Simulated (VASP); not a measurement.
# Be in VASP: further runs

Runs on Be. Level: PBE. Tasks: single point.

Everything below comes from runs of VASP 6.6.1. Logs are shortened: lines on timing, memory, paths and dates and some standing lists are left out, and cuts for length are marked.

### Step 1. The cell of the first run

The cell holds a sheet with vacuum, 4 atoms: a = 3.370 Å, b = 3.370 Å, c = 14.000 Å, α = 90.00°, β = 90.00°, γ = 90.00°.

### Step 2. Single point, PBE

Contents of INCAR:

```
SYSTEM = Be
PREC     = Accurate       ! precision mode
ENCUT    = 520            ! plane-wave cutoff, eV
EDIFF    = 1E-7           ! SCF threshold, eV
ISMEAR   = 0              ! smearing method
SIGMA    = 0.1            ! smearing width, eV
LREAL    = .False.        ! projectors in reciprocal space
LASPH    = .True.         ! aspherical terms in the spheres
NELM     = 80             ! most SCF steps
ALGO     = Normal         ! electronic algorithm
ISIF     = 2              ! what is computed and relaxed
LWAVE    = .False.        ! write WAVECAR
LCHARG   = .False.        ! write CHGCAR
LDIPOL   = .True.       
IDIPOL   = 3            
DIPOL    = 0.5 0.5 0.500
GGA      = PE             ! functional
NBANDS   = 12             ! bands
```

Contents of KPOINTS:

```
regular mesh
0
Gamma
  6 6 1
  0 0 0
```

Contents of POSCAR:

```
Be
1.0
    3.3699540000      0.0000000000      0.0000000000
    0.0000000000      3.3699540000      0.0000000000
    0.0000000000      0.0000000000     14.0000000000
Be
4
Direct
    0.7480774100      0.7480774100      0.5000000000
    0.2519225900      0.2519225900      0.5000000000
    0.7480774100      0.2519225900      0.5000000000
    0.2519225900      0.7480774100      0.5000000000
```

Potentials or basis: VASP PAW PBE potentials, release 64 (Be).

On the command line:

```sh
cat potpaw_PBE.64/Be/POTCAR > POTCAR
mpirun -np 1 vasp_std > vasp.out
```

OUTCAR:

```text
SYSTEM = Be
   PREC = Accurate
   ENCUT = 520
   EDIFF = 1E-7
   ISMEAR = 0
   LREAL = .False.
   LASPH = .True.
   NELM = 80
   ISIF = 2
   GGA = PE

 ion  position               nearest neighbor table
   1  0.748  0.748  0.500-   3 1.67   4 1.67   4 1.70   3 1.70   2 2.36   2 2.38   2 2.38
   2  0.252  0.252  0.500-   3 1.67   4 1.67   4 1.70   3 1.70   1 2.36   1 2.38   1 2.38
   3  0.748  0.252  0.500-   1 1.67   2 1.67   2 1.70   1 1.70   4 2.36   4 2.38   4 2.38
   4  0.252  0.748  0.500-   1 1.67   2 1.67   2 1.70   1 1.70   3 2.36   3 2.38   3 2.38

  LATTYP: Found a simple tetragonal cell.
 ALAT       =     3.3699540000
 C/A-ratio  =     4.1543593770

  Lattice vectors:

 A1 = (   3.3699540000,   0.0000000000,   0.0000000000)
 A2 = (   0.0000000000,   3.3699540000,   0.0000000000)
 A3 = (   0.0000000000,   0.0000000000,  14.0000000000)

Analysis of symmetry for initial positions (statically):
=====================================================================
 Subroutine PRICEL returns:
 Original cell was already a primitive cell.

 Routine SETGRP: Setting up the symmetry group for a
 simple tetragonal supercell.

 Subroutine GETGRP returns: Found 16 space group operations
 (whereof 16 operations were pure point group operations)
 out of a pool of 16 trial point group operations.

The static configuration has the point symmetry D_4h.

Analysis of symmetry for dynamics (positions and initial velocities):
=====================================================================
 Subroutine PRICEL returns:
 Original cell was already a primitive cell.

 Routine SETGRP: Setting up the symmetry group for a
 simple tetragonal supercell.

 Subroutine GETGRP returns: Found 16 space group operations
 (whereof 16 operations were pure point group operations)
 out of a pool of 16 trial point group operations.

The dynamic configuration has the point symmetry D_4h.

 Subroutine INISYM returns: Found 16 space group operations
 (whereof 16 operations are pure point group operations),
 and found     1 'primitive' translations

----------------------------------------------------------------------------------------

                                     Primitive cell

  volume of cell :     158.9923

  direct lattice vectors                    reciprocal lattice vectors
     3.369954000  0.000000000  0.000000000     0.296739956  0.000000000  0.000000000
     0.000000000  3.369954000  0.000000000     0.000000000  0.296739956  0.000000000
     0.000000000  0.000000000 14.000000000     0.000000000  0.000000000  0.071428571

  length of vectors
     3.369954000  3.369954000 14.000000000     0.296739956  0.296739956  0.071428571

  position of ions in fractional coordinates (direct lattice)
     0.748077410  0.748077410  0.500000000
     0.251922590  0.251922590  0.500000000
     0.748077410  0.251922590  0.500000000
     0.251922590  0.748077410  0.500000000

  ion indices of the primitive-cell ions
   primitive index   ion index
                 1           1
                 2           2
                 3           3
                 4           4

----------------------------------------------------------------------------------------

 KPOINTS: regular mesh

Automatic generation of k-mesh.
 Grid dimensions read from file:
 generate k-points for:    6    6    1

 Generating k-lattice:

  Cartesian coordinates                     Fractional coordinates (reciprocal lattice)
     0.049456659  0.000000000  0.000000000     0.166666667  0.000000000  0.000000000
     0.000000000  0.049456659  0.000000000     0.000000000  0.166666667  0.000000000
     0.000000000  0.000000000  0.071428571     0.000000000  0.000000000  1.000000000

  Length of vectors
     0.049456659  0.049456659  0.071428571

  Shift w.r.t. Gamma in fractional coordinates (k-lattice)
     0.000000000  0.000000000  0.000000000

 Subroutine IBZKPT returns following result:
 ===========================================

 Found     10 irreducible k-points:

 Following reciprocal coordinates:
            Coordinates               Weight
  0.000000  0.000000  0.000000      1.000000
  0.166667  0.000000  0.000000      4.000000
  0.333333  0.000000  0.000000      4.000000
  0.500000  0.000000  0.000000      2.000000
  0.166667  0.166667  0.000000      4.000000
  0.333333  0.166667  0.000000      8.000000
  0.500000  0.166667  0.000000      4.000000
  0.333333  0.333333  0.000000      4.000000
  0.500000  0.333333  0.000000      4.000000
  0.500000  0.500000  0.000000      1.000000
   k-points           NKPTS =     10   k-points in BZ     NKDIM =     10   number of bands    NBANDS=     12
   number of dos      NEDOS =    301   number of ions     NIONS =      4
   total plane-waves  NPLWV =  84672
   dimension x,y,z NGX =    28 NGY =   28 NGZ =  108
   dimension x,y,z NGXF=    56 NGYF=   56 NGZF=  216
   ions per type =               4
   NGX,Y,Z   is equivalent  to a cutoff of  13.81, 13.81, 12.82 a.u.
   NGXF,Y,Z  is equivalent  to a cutoff of  27.63, 27.63, 25.65 a.u.
 SYSTEM =  Be
   PREC   = accura    normal or accurate (medium, high low for compatibility)
   ISTART =      0    job   : 0-new  1-cont  2-samecut
   ICHARG =      2    charge: 1-file 2-atom 10-const
   ISPIN  =      1    spin polarized calculation?
   LNONCOLLINEAR =      F non collinear calculations
   LSORBIT =      F    spin-orbit coupling
   LASPH  =      T    aspherical Exc in radial PAW
   ENCUT  =  520.0 eV  38.22 Ry    6.18 a.u.   6.27  6.27 26.03*2*pi/ulx,y,z
   NELM   =     80;   NELMIN=  2; NELMDL= -5     # of ELM steps
   EDIFF  = 0.1E-06   stopping-criterion for ELM
   LREAL  =      F    real-space projection
   EDIFFG = 0.1E-05   stopping-criterion for IOM
   NSW    =      0    number of steps for IOM
   IBRION =     -1    ionic relax: 0-MD 1-quasi-New 2-CG
   NFREE  =      0    steps in history (QN), initial steepest desc. (CG)
   ISIF   =      2    stress and relaxation
   ISYM   =      2    0-nonsym 1-usesym 2-fastsym
   POTIM  = 0.5000    time-step for ionic-motion
   TEBEG  =    0.0;   TEEND  =   0.0 temperature during run
   PSTRESS=    0.0 pullay stress
   NELECT =       8.0000    total number of electrons
   NUPDOWN=      -1.0000    fix difference up-down
   EMIN   =  10.00;   EMAX   =-10.00  energy-range for DOS
   EFERMI =   0.00;   METHOD = LEGACY
   ISMEAR =     0;   SIGMA  =   0.10  broadening in eV -4-tet -1-fermi 0-gaus
   EFERMI_NEDOS =   21; number of points for ismear=-14 and -15
   IALGO  =     38    algorithm
   IMIX   =      4    mixing-type and parameters
     AMIX     =   0.40;   BMIX     =  1.00
     AMIX_MAG =   1.60;   BMIX_MAG =  1.00
  volume/ion in A,a.u.               =      39.75       268.23
  Fermi-wavevector in a.u.,A,eV,Ry     =   0.604384  1.142120  4.969934  0.365280
  Thomas-Fermi vector in A             =   1.657717
   LORBIT       =      0    0 simple, 1 ext, 2 COOP (PROOUT), +10 PAW based schemes
   GGA     = PE    functional components
   LHFCALC =     F    Hartree Fock is set to
   AEXX    =    0.0000 exact exchange contribution
   IVDW    =     0    specifies the selected vdW correction
   LEPSILON=     F    determine dielectric tensor
   LRPA    =     F    only Hartree local field effects (RPA)
 non-spin polarized calculation
 Gauss-broadening in eV      SIGMA  =   0.10
  energy-cutoff  :      520.00
  volume of cell :      158.99
 maximum number of plane-waves:      4304
 NGX is ok and might be reduce to    28
   NGX = 13   NGY = 13   NGZ = 53

 number of electron       8.0000000 magnetization

 dipolmoment           0.000000      0.000000      0.000000 electrons x Angstroem

 Free energy of the ion-electron system (eV)
  ---------------------------------------------------
  ext. energy  EPLUGINS =         0.00000000
  ---------------------------------------------------
  free energy    TOTEN  =        -7.52025999 eV

  energy without entropy =       -7.51130888  energy(sigma->0) =       -7.51578444

 E-fermi :  -2.9324     XC(G=0):  -3.0382

 val. band max:       -2.9463140412   @ k =   0.5000   0.0000   0.0000
 cond. band min:      -2.7899156034   @ k =   0.5000   0.0000   0.0000
 fundamental gap:      0.1563984378
 Fermi energy:        -2.9324114593

 k-point     1 :       0.0000    0.0000    0.0000
  band No.  band energies     occupation
      1     -10.5184      2.00000
      2      -5.9690      2.00000
      3      -5.9680      2.00000
      4      -5.8595      2.00000
      5       1.1272      0.00000
      6       2.0511      0.00000
      7       2.7184      0.00000
      8       3.6391      0.00000
      9       3.6391      0.00000
     10       4.3220      0.00000
     11       4.3220      0.00000
     12       5.1655      0.00000

 k-point     2 :       0.1667    0.0000    0.0000
  band No.  band energies     occupation
      1     -10.3053      2.00000
      2      -6.4539      2.00000
      3      -5.6195      2.00000
      4      -5.4977      2.00000
      5       1.4718      0.00000
      6       2.0609      0.00000
      7       2.4178      0.00000
      8       2.9753      0.00000
      9       3.0711      0.00000
     10       3.7635      0.00000
     11       4.3561      0.00000
     12       5.0256      0.00000

 k-point     3 :       0.3333    0.0000    0.0000
  band No.  band energies     occupation
      1      -9.6846      2.00000
      2      -7.5457      2.00000
      3      -4.5790      2.00000
      4      -4.4140      2.00000
      5      -0.5620      0.00000
      6      -0.1203      0.00000
      7       2.4940      0.00000
      8       3.5181      0.00000
      9       4.0521      0.00000
     10       4.1240      0.00000
     11       4.3961      0.00000
     12       5.7361      0.00000

 k-point     4 :       0.5000    0.0000    0.0000
  band No.  band energies     occupation
      1      -8.7327      2.00000
      2      -8.7057      2.00000
      3      -2.9463      1.15587
      4      -2.7899      0.04388
      5      -2.6616      0.00013
      6      -2.5670      0.00000
      7       4.1153      0.00000
      8       4.1344      0.00000
      9       4.2983      0.00000
     10       4.3206      0.00000
     11       5.3442      0.00000
     12       5.3544      0.00000

 k-point     5 :       0.1667    0.1667    0.0000
  band No.  band energies     occupation
      1     -10.0883      2.00000
      2      -6.1294      2.00000
      3      -6.1285      2.00000
      4      -5.1359      2.00000
      5       0.6780      0.00000
      6       1.8177      0.00000
      7       2.7844      0.00000
      8       3.3341      0.00000
      9       3.4252      0.00000
     10       4.3559      0.00000
     11       5.1164      0.00000
     12       5.1168      0.00000

 k-point     6 :       0.3333    0.1667    0.0000
  band No.  band energies     occupation
      1      -9.4556      2.00000
      2      -7.2621      2.00000
      3      -5.1655      2.00000
      4      -4.0524      2.00000
      5      -1.5561      0.00000
      6       0.2403      0.00000
      7       2.8446      0.00000
      8       3.8846      0.00000
      9       4.4079      0.00000
     10       4.4827      0.00000
     11       4.9590      0.00000
     12       5.2877      0.00000

 k-point     7 :       0.5000    0.1667    0.0000
  band No.  band energies     occupation
      1      -8.4836      2.00000
      2      -8.4534      2.00000
      3      -3.6680      2.00000
      4      -3.5402      2.00000
      5      -2.3004      0.00000
      6      -2.2057      0.00000
      7       4.4758      0.00000
      8       4.4950      0.00000
      9       5.2608      0.00000
     10       5.3154      0.00000
     11       5.7106      0.00000
     12       6.1348      0.00000

 k-point     8 :       0.3333    0.3333    0.0000
  band No.  band energies     occupation
      1      -8.7856      2.00000
      2      -6.4268      2.00000
      3      -6.4260      2.00000
      4      -3.3695      2.00000
      5      -2.9695      1.40006
      6       1.3194      0.00000
      7       1.3202      0.00000
      8       3.8877      0.00000
      9       4.9848      0.00000
     10       5.5549      0.00000
     11       5.5874      0.00000
     12       6.4988      0.00000

 k-point     9 :       0.5000    0.3333    0.0000
  band No.  band energies     occupation
      1      -7.7526      2.00000
      2      -7.7124      2.00000
      3      -5.1330      2.00000
      4      -5.0458      2.00000
      5      -1.2189      0.00000
      6      -1.1236      0.00000
      7       3.0616      0.00000
      8       3.1603      0.00000
      9       5.5542      0.00000
     10       5.5738      0.00000
     11       7.3019      0.00000
     12       7.3122      0.00000

 k-point    10 :       0.5000    0.5000    0.0000
  band No.  band energies     occupation
      1      -6.6235      2.00000
      2      -6.5650      2.00000
      3      -6.5650      2.00000
      4      -6.5065      2.00000
      5       0.5280      0.00000
      6       0.6250      0.00000
      7       0.6250      0.00000
      8       0.7207      0.00000
      9       7.3135      0.00000
     10       7.3342      0.00000
     11       7.3342      0.00000
     12       7.3542      0.00000

------------------------ aborting loop because EDIFF is reached ----------------------------------------

 vacuum level on the upper side and lower side of the slab       (xc-potential included)        -0.080        -0.080

  FORCE on cell =-STRESS in cart. coord.  units (eV):
  Direction    XX          YY          ZZ          XY          YZ          ZX
  --------------------------------------------------------------------------------------
  -------------------------------------------------------------------------------------
  Total       19.7117296     19.7117296     -0.0012751      0.0000000      0.0000000     -0.0000000
  in kB      198.6366282    198.6366282     -0.0128498      0.0000000      0.0000000     -0.0000000
  external PRESSURE =     132.4201355 kB  Pullay stress =       0.0000000 kB

 VOLUME and BASIS-vectors are now :
 -----------------------------------------------------------------------------
  energy-cutoff  :      520.00
  volume of cell :      158.99
      direct lattice vectors                 reciprocal lattice vectors
     3.369954000  0.000000000  0.000000000     0.296739956  0.000000000  0.000000000
     0.000000000  3.369954000  0.000000000     0.000000000  0.296739956  0.000000000
     0.000000000  0.000000000 14.000000000     0.000000000  0.000000000  0.071428571

 POSITION                                       TOTAL-FORCE (eV/Angst)
 -----------------------------------------------------------------------------------
      2.52099      2.52099      7.00000         0.323098      0.323098     -0.000000
      0.84897      0.84897      7.00000        -0.323098     -0.323098      0.000000
      2.52099      0.84897      7.00000         0.323098     -0.323098     -0.000000
      0.84897      2.52099      7.00000        -0.323098      0.323098      0.000000
 -----------------------------------------------------------------------------------
    total drift:                               -0.000000     -0.000000      0.000000

  FREE ENERGIE OF THE ION-ELECTRON SYSTEM (eV)
  ---------------------------------------------------
  free  energy   TOTEN  =        -7.5202599897 eV

  energy  without entropy=       -7.5113088820  energy(sigma->0) =       -7.51578444

 vacuum level on the upper side and lower side of the slab         2.025         2.025
```

Run time: 34 s. Hardware: 1 thread of Intel Xeon 6975P-C, shared host; peak memory 0.26 GiB.

What came out:

```yaml
Free_energy: -7.5203 eV
Largest_force: 0.457 eV/Å
Band_gap_on_the_k_mesh: zero (band 4 reaches -2.79 eV, above the bottom of band 5 at -2.97 eV)
```

Forces on the atoms (eV/Å):
```
Be   0.323  0.323  0.000
Be  -0.323 -0.323  0.000
Be   0.323 -0.323  0.000
Be  -0.323  0.323  0.000
```

Levels at points of the mesh, in eV from the Fermi level:
```csv
k point,band 2,band 3,band 4,band 5,band 6,band 7
"(0.00, 0.00, 0.00)",-3.04,-3.04,-2.93,4.06,4.98,5.65
"(0.50, 0.00, 0.00)",-5.77,-0.01,0.14,0.27,0.37,7.05
"(0.50, 0.50, 0.00)",-3.63,-3.63,-3.57,3.46,3.56,3.56
```

[end of part 1 of 2]
